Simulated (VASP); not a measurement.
The system is Co.

```xyz
3
Lattice="3.4833 0.0000 0.0000 -1.7417 3.0167 0.0000 0.0000 0.0000 2.9693" Properties=species:S:1:pos:R:3 pbc="T T T"
Co    0.0000    2.0111    1.4846
Co    0.0000    0.0000    0.0000
Co    1.7417    1.0056    1.4846
```

| Quantity | Value |
| --- | --- |
| Program | VASP 6.6.1 |
| Task | relaxation of cell and atoms |
| Functional | PBE |
| Potentials or basis | VASP PAW PBE potentials, release 64 (Co) |
| Cutoff | 600 eV |
| k mesh | 6 × 6 × 6 |
| Occupations | gaussian, width 0.1 eV |
| Spin | collinear spin, ferromagnetic start |
| Starting moments | [1.58, 2.05, 1.58] μB |

At the start: pressure 39.2 GPa; volume 10.40 Å³/atom.

Question: How do energy, volume and symmetry change on relaxing?

Answer: Over 11 steps the energy falls by 647.1 meV/atom and the volume is 11.02 Å³/atom (+6.0 %); space group P6/mmm (No. 191, to 0.05 Å); moment 5.01 μB per cell.

The path:
```
step  energy change (eV)  largest force (eV/Å)  pressure (GPa)  volume (Å³)
   1              0.0000                0.0000           39.23        31.20
   2             -0.5374                0.0000          -26.88        43.65
   3             -1.0518                0.0000          -10.87        37.63
   4             -1.7074                0.0000          -10.42        35.48
   5              2.6229                0.0000           82.53        28.13
   6             -1.8378                0.0000           -8.72        34.83
   7             -1.9222                0.0000           -2.26        33.45
   8             -1.9295                0.0000           -4.43        33.85
   9             -1.9304                0.0000           -4.03        33.77
  10             -1.9317                0.0000            4.08        32.42
  11             -1.9412                0.0000            0.01        33.07
```

Final structure:
```xyz
3
Lattice="3.9618 0.0000 0.0000 -1.9809 3.4310 0.0000 0.0000 0.0000 2.4327" Properties=species:S:1:pos:R:3 pbc="T T T"
Co    0.0000    2.2873    1.2163
Co    0.0000    0.0000    0.0000
Co    1.9809    1.1437    1.2163
```
